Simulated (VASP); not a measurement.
V, 1 atom in the cell. Symmetry: Im-3m, No. 229, cubic system. Conventional cell: a = 3.016 Å, b = 3.016 Å, c = 3.016 Å, α = 90.00°, β = 90.00°, γ = 90.00°. Within 3.4 Å of V (site symmetry m-3m) lie 14 V at 2.61 to 3.02 Å. 

```yaml
Program: VASP 6.6.1
Task: single point
Functional: revPBE
Potentials_or_basis: VASP PAW PBE potentials, release 64 (V_sv)
Cutoff: 520 eV
k_mesh: 24 × 24 × 24
Occupations: fermi-dirac, width 0.1 eV
Spin: no spin polarisation
Dipole_correction: no
Further_INCAR_settings: ALGO = Normal; EDIFF = 1e-06; NBANDS = 12
```

Potentials or basis: VASP PAW PBE potentials, release 64 (V_sv).

Command:

```bash
$ cat potpaw_PBE.64/V_sv/POTCAR > POTCAR
$ mpirun -np 1 vasp_std > vasp.out
```

Hardware: 1 thread of AMD EPYC 7R13 (shared host).

**Question.** Estimate the wall time of this run.

**Answer.** Run time: 110 s on 1 thread of AMD EPYC 7R13 (shared host), peak memory 0.15 GiB. Counts: scf iterations 11, k points 413.
